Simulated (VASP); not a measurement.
# AlCo (Pm-3m) in VASP: further runs

The runs below take AlCo through single point, with PBE.

All numbers are computed with VASP 6.6.1; they aren't measurements. Logs are shortened: lines on timing, memory, paths and dates and some standing lists are left out, and cuts for length are marked.

## 1. The cell of the first run

The structure is cubic, space group Pm-3m (No. 221). Conventional cell: a = 2.819 Å, b = 2.819 Å, c = 2.819 Å, α = 90.00°, β = 90.00°, γ = 90.00°. Al (site symmetry m-3m) has 8 Co at 2.44 Å and 6 Al at 2.82 Å within 3.2 Å. Within 3.2 Å of Co (site symmetry m-3m) lie 8 Al at 2.44 Å and 6 Co at 2.82 Å.

## 2. Single point, PBE, collinear spin, ferromagnetic start

File INCAR:

```
SYSTEM = AlCo
  PREC = Accurate
  ENCUT = 520
  EDIFF = 1E-6
  ISMEAR = -1
  SIGMA = 0.1
  LREAL = .False.
  LASPH = .True.
  NELM = 150
  ALGO = Normal
  ISIF = 2
  LWAVE = .False.
  LCHARG = .False.
  ISPIN = 2
  MAGMOM = 0 0 2.5 2.5
  LORBIT = 11
  LMAXMIX = 4
  GGA = PE
  NBANDS = 24
```

File KPOINTS:

```
Automatic mesh
0
Gamma
  6 11 11
  0 0 0
```

File POSCAR:

```
AlCo
1.0
    5.6388060000      0.0000000000      0.0000000000
    0.0000000000      2.8194030000      0.0000000000
    0.0000000000      0.0000000000      2.8194030000
Al Co
2 2
Direct
    0.0000000000      0.0000000000      0.0000000000
    0.5000000000      0.0000000000      0.0000000000
    0.2500000000      0.5000000000      0.5000000000
    0.7500000000      0.5000000000      0.5000000000
```

Potentials or basis: VASP PAW PBE potentials, release 64 (Al, Co).

Started as:

```
> cat potpaw_PBE.64/Al/POTCAR potpaw_PBE.64/Co/POTCAR > POTCAR
> mpirun -np 1 vasp_std > vasp.out
```

OUTCAR:

```text
SYSTEM = AlCo
   PREC = Accurate
   ENCUT = 520
   EDIFF = 1E-6
   ISMEAR = -1
   LREAL = .False.
   LASPH = .True.
   NELM = 150
   ISIF = 2
   ISPIN = 2
   LORBIT = 11
   GGA = PE

 ion  position               nearest neighbor table
   1  0.000  0.000  0.000-   3 2.44   4 2.44   3 2.44   4 2.44   3 2.44   4 2.44   3 2.44   4 2.44
                             2 2.82   2 2.82
   2  0.500  0.000  0.000-   3 2.44   4 2.44   3 2.44   4 2.44   3 2.44   4 2.44   3 2.44   4 2.44
                             1 2.82   1 2.82
   3  0.250  0.500  0.500-   1 2.44   2 2.44   1 2.44   2 2.44   1 2.44   2 2.44   1 2.44   2 2.44
                             4 2.82   4 2.82
   4  0.750  0.500  0.500-   1 2.44   2 2.44   1 2.44   2 2.44   1 2.44   2 2.44   1 2.44   2 2.44
                             3 2.82   3 2.82

  LATTYP: Found a simple tetragonal cell.
 ALAT       =     2.8194030000
 C/A-ratio  =     2.0000000000

  Lattice vectors:

 A1 = (   0.0000000000,   2.8194030000,   0.0000000000)
 A2 = (   0.0000000000,   0.0000000000,   2.8194030000)
 A3 = (   5.6388060000,   0.0000000000,   0.0000000000)

Analysis of symmetry for initial positions (statically):
=====================================================================
 Subroutine PRICEL returns following result:

  LATTYP: Found a simple cubic cell.
 ALAT       =     2.8194030000
[... 12 lines left out ...]
 Subroutine GETGRP returns: Found 16 space group operations
 (whereof 16 operations were pure point group operations)
 out of a pool of 16 trial point group operations.

The static configuration has the point symmetry D_4h.

Analysis of symmetry for dynamics (positions and initial velocities):
=====================================================================
 Subroutine PRICEL returns following result:

  LATTYP: Found a simple cubic cell.
 ALAT       =     2.8194030000
[... 12 lines left out ...]
 Subroutine GETGRP returns: Found 16 space group operations
 (whereof 16 operations were pure point group operations)
 out of a pool of 16 trial point group operations.

The dynamic configuration has the point symmetry D_4h.

Analysis of structural, dynamic, and magnetic symmetry:
=====================================================================
 Subroutine PRICEL returns following result:

  LATTYP: Found a simple cubic cell.
 ALAT       =     2.8194030000
[... 12 lines left out ...]
 Subroutine GETGRP returns: Found 16 space group operations
 (whereof 16 operations were pure point group operations)
 out of a pool of 16 trial point group operations.

The overall configuration has the point symmetry D_4h.

 Subroutine INISYM returns: Found 16 space group operations
 (whereof 16 operations are pure point group operations),
 and found     2 'primitive' translations

----------------------------------------------------------------------------------------

                                     Primitive cell

  volume of cell :      22.4115

  direct lattice vectors                    reciprocal lattice vectors
     2.819403000  0.000000000  0.000000000     0.354685017  0.000000000  0.000000000
     0.000000000  2.819403000  0.000000000     0.000000000  0.354685017  0.000000000
     0.000000000  0.000000000  2.819403000     0.000000000  0.000000000  0.354685017

  length of vectors
     2.819403000  2.819403000  2.819403000     0.354685017  0.354685017  0.354685017

  position of ions in fractional coordinates (direct lattice)
     0.000000000  0.000000000  0.000000000
     0.500000000  0.500000000  0.500000000

  ion indices of the primitive-cell ions
   primitive index   ion index
                 1           1
                 2           3

----------------------------------------------------------------------------------------

 KPOINTS: Automatic mesh

Automatic generation of k-mesh.
 Grid dimensions read from file:
 generate k-points for:    6   11   11

 Generating k-lattice:

  Cartesian coordinates                     Fractional coordinates (reciprocal lattice)
     0.029557085  0.000000000  0.000000000     0.166666667  0.000000000  0.000000000
     0.000000000  0.032244092  0.000000000     0.000000000  0.090909091  0.000000000
     0.000000000  0.000000000  0.032244092     0.000000000  0.000000000  0.090909091

  Length of vectors
     0.029557085  0.032244092  0.032244092

  Shift w.r.t. Gamma in fractional coordinates (k-lattice)
     0.000000000  0.000000000  0.000000000

 Subroutine IBZKPT returns following result:
 ===========================================

 Found     84 irreducible k-points:

 Following reciprocal coordinates:
            Coordinates               Weight
  0.000000  0.000000  0.000000      1.000000
  0.166667  0.000000  0.000000      2.000000
  0.333333  0.000000  0.000000      2.000000
  0.500000  0.000000  0.000000      1.000000
  0.000000  0.090909  0.000000      4.000000
  0.166667  0.090909  0.000000      8.000000
[... 16 lines left out ...]
  0.333333  0.454545  0.000000      8.000000
  0.500000  0.454545  0.000000      4.000000
 [... further k-points ...]
   k-points           NKPTS =     84   k-points in BZ     NKDIM =     84   number of bands    NBANDS=     24
   number of dos      NEDOS =    301   number of ions     NIONS =      4
   total plane-waves  NPLWV =  24192
   dimension x,y,z NGX =    42 NGY =   24 NGZ =   24
   dimension x,y,z NGXF=    84 NGYF=   48 NGZF=   48
   ions per type =               2   2
   NGX,Y,Z   is equivalent  to a cutoff of  12.38, 14.15, 14.15 a.u.
   NGXF,Y,Z  is equivalent  to a cutoff of  24.77, 28.30, 28.30 a.u.
 SYSTEM =  AlCo
   PREC   = accura    normal or accurate (medium, high low for compatibility)
   ISTART =      0    job   : 0-new  1-cont  2-samecut
   ICHARG =      2    charge: 1-file 2-atom 10-const
   ISPIN  =      2    spin polarized calculation?
   LNONCOLLINEAR =      F non collinear calculations
   LSORBIT =      F    spin-orbit coupling
   LASPH  =      T    aspherical Exc in radial PAW
   ENCUT  =  520.0 eV  38.22 Ry    6.18 a.u.  10.48  5.24  5.24*2*pi/ulx,y,z
   NELM   =    150;   NELMIN=  2; NELMDL= -5     # of ELM steps
   EDIFF  = 0.1E-05   stopping-criterion for ELM
   LREAL  =      F    real-space projection
   EDIFFG = 0.1E-04   stopping-criterion for IOM
   NSW    =      0    number of steps for IOM
   IBRION =     -1    ionic relax: 0-MD 1-quasi-New 2-CG
   NFREE  =      0    steps in history (QN), initial steepest desc. (CG)
   ISIF   =      2    stress and relaxation
   ISYM   =      2    0-nonsym 1-usesym 2-fastsym
   POTIM  = 0.5000    time-step for ionic-motion
   TEBEG  =    0.0;   TEEND  =   0.0 temperature during run
   PSTRESS=    0.0 pullay stress
   NELECT =      24.0000    total number of electrons
   NUPDOWN=      -1.0000    fix difference up-down
   EMIN   =  10.00;   EMAX   =-10.00  energy-range for DOS
   EFERMI =   0.00;   METHOD = LEGACY
   ISMEAR =    -1;   SIGMA  =   0.10  broadening in eV -4-tet -1-fermi 0-gaus
   EFERMI_NEDOS =   21; number of points for ismear=-14 and -15
   IALGO  =     38    algorithm
   IMIX   =      4    mixing-type and parameters
     AMIX     =   0.40;   BMIX     =  1.00
     AMIX_MAG =   1.60;   BMIX_MAG =  1.00
  volume/ion in A,a.u.               =      11.21        75.62
  Fermi-wavevector in a.u.,A,eV,Ry     =   1.329367  2.512139 24.044427  1.767215
  Thomas-Fermi vector in A             =   2.458534
   LORBIT       =     11    0 simple, 1 ext, 2 COOP (PROOUT), +10 PAW based schemes
   GGA     = PE    functional components
   LHFCALC =     F    Hartree Fock is set to
   AEXX    =    0.0000 exact exchange contribution
   IVDW    =     0    specifies the selected vdW correction
   LEPSILON=     F    determine dielectric tensor
   LRPA    =     F    only Hartree local field effects (RPA)
 spin polarized calculation
  energy-cutoff  :      520.00
  volume of cell :       44.82
 maximum number of plane-waves:      1229
 NGX is ok and might be reduce to    42
   NGX = 21   NGY = 11   NGZ = 11

 number of electron      23.9999987 magnetization      -0.0077926

 number of electron      23.9999987 magnetization       0.0006823

 Free energy of the ion-electron system (eV)
  ---------------------------------------------------
  ext. energy  EPLUGINS =         0.00000000
  ---------------------------------------------------
  free energy    TOTEN  =       -23.97334950 eV

  energy without entropy =      -23.91860709  energy(sigma->0) =      -23.94597830

 E-fermi :  10.9697     XC(G=0): -12.4235

 val. band max:       10.9360537499   @ k =   0.3333   0.4545   0.3636
 cond. band min:      10.9772611296   @ k =   0.1667   0.4545   0.0909
 fundamental gap:      0.0412073797
 Fermi energy:        10.9697299885

 spin component 1

 k-point     1 :       0.0000    0.0000    0.0000
  band No.  band energies     occupation
      1      -0.2804      1.00000
      2       4.1141      1.00000
      3       4.2256      1.00000
      4       7.9066      1.00000
      5       7.9081      1.00000
      6       8.5279      1.00000
[... 637 lines left out ...]
     23      24.3100      0.00000
     24      24.3100      0.00000

 [... further k-points ...]

 spin component 2

 k-point     1 :       0.0000    0.0000    0.0000
  band No.  band energies     occupation
      1      -0.2805      1.00000
      2       4.1140      1.00000
      3       4.2256      1.00000
      4       7.9071      1.00000
      5       7.9086      1.00000
      6       8.5286      1.00000
[... 637 lines left out ...]
     23      24.3099      0.00000
     24      24.3099      0.00000

 [... further k-points ...]
[... 5 lines left out ...]
  --------------------------------------------------------------------------------------
  -------------------------------------------------------------------------------------
  Total        1.8581032      1.8852226      1.8852226      0.0000000      0.0000000      0.0000000
  in kB       66.4169544     67.3863210     67.3863210      0.0000000      0.0000000      0.0000000
  external PRESSURE =      67.0631988 kB  Pullay stress =       0.0000000 kB

 VOLUME and BASIS-vectors are now :
 -----------------------------------------------------------------------------
  energy-cutoff  :      520.00
  volume of cell :       44.82
      direct lattice vectors                 reciprocal lattice vectors
     5.638806000  0.000000000  0.000000000     0.177342508  0.000000000  0.000000000
     0.000000000  2.819403000  0.000000000     0.000000000  0.354685017  0.000000000
     0.000000000  0.000000000  2.819403000     0.000000000  0.000000000  0.354685017

 POSITION                                       TOTAL-FORCE (eV/Angst)
 -----------------------------------------------------------------------------------
      0.00000      0.00000      0.00000        -0.000000     -0.000000     -0.000000
      2.81940      0.00000      0.00000        -0.000000     -0.000000     -0.000000
      1.40970      1.40970      1.40970        -0.000000      0.000000      0.000000
      4.22910      1.40970      1.40970         0.000000     -0.000000      0.000000
 -----------------------------------------------------------------------------------
    total drift:                                0.000000      0.000000      0.000000

  FREE ENERGIE OF THE ION-ELECTRON SYSTEM (eV)
  ---------------------------------------------------
  free  energy   TOTEN  =       -23.9733494997 eV

  energy  without entropy=      -23.9186070944  energy(sigma->0) =      -23.94597830

 total charge

# of ion       s       p       d       tot
------------------------------------------
    1        0.399   0.443   0.000   0.842
    2        0.399   0.443   0.000   0.842
    3        0.447   0.535   7.531   8.513
    4        0.447   0.535   7.531   8.513
--------------------------------------------------
tot          1.692   1.956  15.062  18.710

 magnetization (x)

# of ion       s       p       d       tot
------------------------------------------
    1       -0.000  -0.000   0.000  -0.000
    2       -0.000  -0.000   0.000  -0.000
    3       -0.000  -0.000   0.000   0.000
    4       -0.000  -0.000   0.000   0.000
--------------------------------------------------
tot         -0.000  -0.000   0.001   0.001
```

Run time: 90 s. Hardware: 1 thread of Intel Xeon Platinum 8488C (Sapphire Rapids), shared host; peak memory 0.27 GiB.

What came out:

```yaml
Free_energy: -23.9733 eV
Pressure: 6.7 GPa
Band_gap_on_the_k_mesh: zero (filled and empty bands overlap)
Net_moment: 0.00 μB per cell
Valence_electrons_inside_the_program's_atomic_spheres: Al 0.84; Co 8.51
```

Stress tensor (GPa, compression positive):
```
6.64 0.00 0.00
0.00 6.74 0.00
0.00 0.00 6.74
```

Caveat: the cell stands under pressure; the moments typed at the start vanished in this run.

## 3. Single point, PBE, collinear spin, antiferromagnetic start

File INCAR:

```
  ALGO = Normal
  EDIFF = 1E-6
  ENCUT = 520
  GGA = PE
  ISIF = 2
  ISMEAR = -1
  ISPIN = 2
  LASPH = T
  LCHARG = F
  LMAXMIX = 4
  LORBIT = 11
  LREAL = F
  LWAVE = F
  MAGMOM = 0 0 2.5 -2.5
  NBANDS = 24
  NELM = 150
  PREC = Accurate
  SIGMA = 0.1
```

File KPOINTS:

```
k-points
0
Gamma
  6 11 11
```

POSCAR is that of step 2.

Potentials or basis: VASP PAW PBE potentials, release 64 (Al, Co).

Started as:

```
> cat potpaw_PBE.64/Al/POTCAR potpaw_PBE.64/Co/POTCAR > POTCAR
> mpirun -np 1 vasp_std > vasp.out
```

Run time: 2.2 min. Hardware: 1 thread of Intel Xeon Platinum 8488C (Sapphire Rapids), shared host; peak memory 0.26 GiB.

It converged, with:

| Item | Value |
| --- | --- |
| Free energy | -23.9733 eV |
| Pressure | 6.7 GPa |
| Band gap on the k mesh | zero (filled and empty bands overlap) |
| Net moment | 0.00 μB per cell |
| Valence electrons inside the program's atomic spheres | Al 0.84; Co 8.51 |

Stress tensor (GPa, compression positive):
```
6.64 0.00 0.00
0.00 6.74 0.00
0.00 0.00 6.74
```

Levels at points of the mesh, in eV from the Fermi level:
Spin up:
```tsv
k point	band 10	band 11	band 12	band 13	band 14	band 15
(0.00, 0.00, 0.00)	-0.84	-0.84	-0.72	0.24	6.18	6.18
(0.50, 0.00, 0.00)	-1.33	-0.78	-0.78	1.64	1.64	7.71
```
Spin down:
```tsv
k point	band 10	band 11	band 12	band 13	band 14	band 15
(0.00, 0.00, 0.00)	-0.84	-0.84	-0.72	0.24	6.18	6.18
(0.50, 0.00, 0.00)	-1.33	-0.78	-0.78	1.64	1.64	7.71
```

Caveat: the cell stands under pressure; the moments typed at the start vanished in this run.

The gap in the log of VASP goes by the Fermi energy; the results here count the filled bands.